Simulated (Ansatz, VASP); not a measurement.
**One calculation of InWSe3, two programs**

```xyz
5
Lattice="5.0131 0.0000 0.0000 0.0000 5.0131 0.0000 0.0000 0.0000 5.0131" Properties=species:S:1:pos:R:3 pbc="T T T"
In    2.5066    2.5066    2.5066
W     0.0000    0.0000    0.0000
Se    2.5066    0.0000    0.0000
Se    0.0000    2.5066    0.0000
Se    0.0000    0.0000    2.5066
```

Change from the starting cell: species swapped into the Mn3SnH type (Pm-3m, No. 221).

Alike in both runs: task relaxation of cell and atoms; functional PBE; k mesh 8 × 8 × 8; occupations gaussian, width 0.1 eV; no spin polarisation.

```csv
,VASP,Ansatz
version,VASP 6.6.1,Ansatz 0.2.0
potentials or method,"VASP PAW PBE potentials, release 64 (In_d, W_sv, Se), cutoff 600 eV","scalar-relativistic, plane waves, PAW"
valence electrons in the cell,45,75
```

```csv
,VASP,Ansatz,Ansatz less VASP
"gap on the k mesh at the Fermi level, each at its own relaxed structure (eV)",none,none,-
relaxed volume (Å³/atom),25.20,25.13,-0.063
relaxed length of the cell vector where the two differ most in proportion (Å),5.013,5.009,-0.0042
```

A gap of «none» marks a metal or a gap that the smearing closes. VASP's potentials hold 45 valence electrons a cell and Ansatz's 75, so a difference there can come from the potentials and not from the codes.

Neither program's run includes spin-orbit coupling. Noted on VASP's run: the relaxation stopped at its first step, so nothing moved.
